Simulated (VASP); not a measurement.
# FeO in VASP: a series of runs, part 2 of 2

VASP 6.6.1. Earlier steps stand in the parts before.

### Step 3. Single point, PBE, collinear spin, ferromagnetic start (10.60 Å³/atom)

This run uses another cell than the first one, of 10.60 Å³/atom.

INCAR

```
PREC     = Accurate       # precision mode
ENCUT    = 520            # plane-wave cutoff, eV
EDIFF    = 1E-6           # SCF threshold, eV
ISMEAR   = 0              # smearing method
SIGMA    = 0.1            # smearing width, eV
LREAL    = F              # projectors in reciprocal space
LASPH    = T              # aspherical terms in the spheres
NELM     = 150            # most SCF steps
ALGO     = Fast           # electronic algorithm
ISIF     = 2              # what is computed and relaxed
LWAVE    = F              # write WAVECAR
LCHARG   = F              # write CHGCAR
ISPIN    = 2              # spin polarisation
MAGMOM   = 3.79 0.35      # initial moments
LORBIT   = 11             # projections on sites
LMAXMIX  = 4              # l up to which the mixer works
GGA      = PE             # functional
NBANDS   = 18             # bands
```

KPOINTS

```
Automatic mesh
0
Gamma
  18 18 18
```

POSCAR

```
FeO
1.0
    1.5531103315      0.8966886680      2.5368009404
   -1.5531103315      0.8966886680      2.5368009404
    0.0000000000     -1.7933773359      2.5368009404
Fe O
1 1
Direct
    0.0000000000      0.0000000000      0.0000000000
    0.5000000000      0.5000000000      0.5000000000
```

Potentials or basis: VASP PAW PBE potentials, release 64 (Fe, O).

On the command line:

```console
cat potpaw_PBE.64/Fe/POTCAR potpaw_PBE.64/O/POTCAR > POTCAR
mpirun -np 1 vasp_std > vasp.out
```

OUTCAR:

```text
PREC = Accurate
   ENCUT = 520
   EDIFF = 1E-6
   ISMEAR = 0
   LREAL = F
   LASPH = T
   NELM = 150
   ISIF = 2
   ISPIN = 2
   LORBIT = 11
   GGA = PE

 ion  position               nearest neighbor table
   1  0.000  0.000  0.000-   2 2.20   2 2.20   2 2.20   2 2.20   2 2.20   2 2.20
   2  0.500  0.500  0.500-   1 2.20   1 2.20   1 2.20   1 2.20   1 2.20   1 2.20

  LATTYP: Found a trigonal (rhomboedric) cell.
 ALAT       =     3.1066962002
 COS(alpha) =     0.5001530567

  Lattice vectors:

 A1 = (   1.5531103315,   0.8966886680,   2.5368009404)
 A2 = (  -1.5531103315,   0.8966886680,   2.5368009404)
 A3 = (   0.0000000000,  -1.7933773359,   2.5368009404)

Analysis of symmetry for initial positions (statically):
=====================================================================
 Subroutine PRICEL returns:
 Original cell was already a primitive cell.

 Routine SETGRP: Setting up the symmetry group for a
 trigonal (rhombohedral) supercell.

 Subroutine GETGRP returns: Found 12 space group operations
 (whereof 12 operations were pure point group operations)
 out of a pool of 12 trial point group operations.

The static configuration has the point symmetry D_3d.

Analysis of symmetry for dynamics (positions and initial velocities):
=====================================================================
 Subroutine PRICEL returns:
 Original cell was already a primitive cell.

 Routine SETGRP: Setting up the symmetry group for a
 trigonal (rhombohedral) supercell.

 Subroutine GETGRP returns: Found 12 space group operations
 (whereof 12 operations were pure point group operations)
 out of a pool of 12 trial point group operations.

The dynamic configuration has the point symmetry D_3d.

Analysis of structural, dynamic, and magnetic symmetry:
=====================================================================
 Subroutine PRICEL returns:
 Original cell was already a primitive cell.

 Routine SETGRP: Setting up the symmetry group for a
 trigonal (rhombohedral) supercell.

 Subroutine GETGRP returns: Found 12 space group operations
 (whereof 12 operations were pure point group operations)
 out of a pool of 12 trial point group operations.

The overall configuration has the point symmetry D_3d.

 Subroutine INISYM returns: Found 12 space group operations
 (whereof 12 operations are pure point group operations),
 and found     1 'primitive' translations

----------------------------------------------------------------------------------------

                                     Primitive cell

  volume of cell :      21.1974

  direct lattice vectors                    reciprocal lattice vectors
     1.553110332  0.896688668  2.536800940     0.321934630  0.185869045  0.131399089
    -1.553110332  0.896688668  2.536800940    -0.321934630  0.185869045  0.131399089
     0.000000000 -1.793377336  2.536800940     0.000000000 -0.371738091  0.131399089

  length of vectors
     3.106696200  3.106696200  3.106696200     0.394277730  0.394277730  0.394277730

  position of ions in fractional coordinates (direct lattice)
     0.000000000  0.000000000  0.000000000
[... 63 lines left out ...]
   dimension x,y,z NGX =    24 NGY =   24 NGZ =   24
   dimension x,y,z NGXF=    48 NGYF=   48 NGZF=   48
   ions per type =               1   1
   NGX,Y,Z   is equivalent  to a cutoff of  12.84, 12.84, 12.84 a.u.
   NGXF,Y,Z  is equivalent  to a cutoff of  25.69, 25.69, 25.69 a.u.
 SYSTEM =  unknown system
   PREC   = accura    normal or accurate (medium, high low for compatibility)
   ISTART =      0    job   : 0-new  1-cont  2-samecut
   ICHARG =      2    charge: 1-file 2-atom 10-const
   ISPIN  =      2    spin polarized calculation?
   LNONCOLLINEAR =      F non collinear calculations
   LSORBIT =      F    spin-orbit coupling
   LASPH  =      T    aspherical Exc in radial PAW
   ENCUT  =  520.0 eV  38.22 Ry    6.18 a.u.   5.78  5.78  5.78*2*pi/ulx,y,z
   NELM   =    150;   NELMIN=  2; NELMDL= -5     # of ELM steps
   EDIFF  = 0.1E-05   stopping-criterion for ELM
   LREAL  =      F    real-space projection
   EDIFFG = 0.1E-04   stopping-criterion for IOM
   NSW    =      0    number of steps for IOM
   IBRION =     -1    ionic relax: 0-MD 1-quasi-New 2-CG
   NFREE  =      0    steps in history (QN), initial steepest desc. (CG)
   ISIF   =      2    stress and relaxation
   ISYM   =      2    0-nonsym 1-usesym 2-fastsym
   POTIM  = 0.5000    time-step for ionic-motion
   TEBEG  =    0.0;   TEEND  =   0.0 temperature during run
   PSTRESS=    0.0 pullay stress
   NELECT =      14.0000    total number of electrons
   NUPDOWN=      -1.0000    fix difference up-down
   EMIN   =  10.00;   EMAX   =-10.00  energy-range for DOS
   EFERMI =   0.00;   METHOD = LEGACY
   ISMEAR =     0;   SIGMA  =   0.10  broadening in eV -4-tet -1-fermi 0-gaus
   EFERMI_NEDOS =   21; number of points for ismear=-14 and -15
   IALGO  =     68    algorithm
   IMIX   =      4    mixing-type and parameters
     AMIX     =   0.40;   BMIX     =  1.00
     AMIX_MAG =   1.60;   BMIX_MAG =  1.00
  volume/ion in A,a.u.               =      10.60        71.52
  Fermi-wavevector in a.u.,A,eV,Ry     =   1.425685  2.694154 27.654905  2.032578
  Thomas-Fermi vector in A             =   2.546043
   LORBIT       =     11    0 simple, 1 ext, 2 COOP (PROOUT), +10 PAW based schemes
   GGA     = PE    functional components
   LHFCALC =     F    Hartree Fock is set to
   AEXX    =    0.0000 exact exchange contribution
   IVDW    =     0    specifies the selected vdW correction
   LEPSILON=     F    determine dielectric tensor
   LRPA    =     F    only Hartree local field effects (RPA)
 spin polarized calculation
 RMM-DIIS sequential band-by-band and
 Gauss-broadening in eV      SIGMA  =   0.10
  energy-cutoff  :      520.00
  volume of cell :       21.20
 maximum number of plane-waves:       588
   NGX = 11   NGY = 11   NGZ = 11

 number of electron      14.0000002 magnetization       4.0012989

 Free energy of the ion-electron system (eV)
  ---------------------------------------------------
  ext. energy  EPLUGINS =         0.00000000
  ---------------------------------------------------
  free energy    TOTEN  =       -14.89866633 eV

  energy without entropy =      -14.89132241  energy(sigma->0) =      -14.89499437

 E-fermi :   5.5951     XC(G=0): -11.8529

 val. band max:        5.5934370391   @ k =  -0.2222   0.0556   0.0000
 cond. band min:       5.5974984834   @ k =  -0.2222   0.1667   0.0000
 fundamental gap:      0.0040614443
 Fermi energy:         5.5951392502

 spin component 1

 k-point     1 :       0.0000    0.0000    0.0000
  band No.  band energies     occupation
      1     -14.6701      1.00000
      2       1.7783      1.00000
      3       1.7791      1.00000
      4       1.7791      1.00000
      5       1.9275      1.00000
      6       1.9275      1.00000
[... 493 lines left out ...]
     17      30.4827      0.00000
     18      32.2210      0.00000

 [... further k-points ...]

 spin component 2

 k-point     1 :       0.0000    0.0000    0.0000
  band No.  band energies     occupation
      1     -14.1566      1.00000
      2       2.5328      1.00000
      3       2.5342      1.00000
      4       2.5342      1.00000
      5       4.9332      1.00000
      6       4.9343      1.00000
[... 493 lines left out ...]
     17      31.2425      0.00000
     18      33.1815      0.00000

 [... further k-points ...]
[... 5 lines left out ...]
  --------------------------------------------------------------------------------------
  -------------------------------------------------------------------------------------
  Total       -1.2498133     -1.2498133     -1.2522320      0.0000000     -0.0000000      0.0000000
  in kB      -94.4656916    -94.4656916    -94.6485060      0.0000000     -0.0000000      0.0000000
  external PRESSURE =     -94.5266297 kB  Pullay stress =       0.0000000 kB

 VOLUME and BASIS-vectors are now :
 -----------------------------------------------------------------------------
  energy-cutoff  :      520.00
  volume of cell :       21.20
      direct lattice vectors                 reciprocal lattice vectors
     1.553110332  0.896688668  2.536800940     0.321934630  0.185869045  0.131399089
    -1.553110332  0.896688668  2.536800940    -0.321934630  0.185869045  0.131399089
     0.000000000 -1.793377336  2.536800940     0.000000000 -0.371738091  0.131399089

 POSITION                                       TOTAL-FORCE (eV/Angst)
 -----------------------------------------------------------------------------------
      0.00000      0.00000      0.00000         0.000000      0.000000      0.000000
      0.00000      0.00000      3.80520         0.000000      0.000000     -0.000000
 -----------------------------------------------------------------------------------
    total drift:                               -0.000000      0.000000     -0.000000

  FREE ENERGIE OF THE ION-ELECTRON SYSTEM (eV)
  ---------------------------------------------------
  free  energy   TOTEN  =       -14.8986663333 eV

  energy  without entropy=      -14.8913224057  energy(sigma->0) =      -14.89499437

 total charge

# of ion       s       p       d       tot
------------------------------------------
    1        0.273   0.322   6.049   6.644
    2        1.557   3.408   0.000   4.965
--------------------------------------------------
tot          1.829   3.730   6.049  11.608

 magnetization (x)

# of ion       s       p       d       tot
------------------------------------------
    1        0.027   0.020   3.580   3.627
    2        0.028   0.263   0.000   0.291
--------------------------------------------------
tot          0.055   0.283   3.580   3.917
```

It took 12 min on 1 thread of Oxide Virtual Turin-like, shared host; peak memory 0.39 GiB.

Results:

* Free energy: -14.8987 eV
* Pressure: -9.5 GPa
* Band gap on the k mesh: zero (filled and empty bands overlap)
* Net moment: 4.00 μB per cell
* Site moments: Fe +3.63; O +0.29 μB
* Valence electrons inside the program's atomic spheres: Fe 6.64; O 4.96

Caveat: the cell stands under tension; a cell with one magnetic atom can't hold antiferromagnetic order, which such compounds often take; semilocal functionals often make such compounds metallic where correlation or magnetic order opens a gap, which also shifts bond lengths. With open d or f shells a metallic result of PBE can be an artefact of self-interaction; +U or a hybrid may open a gap.
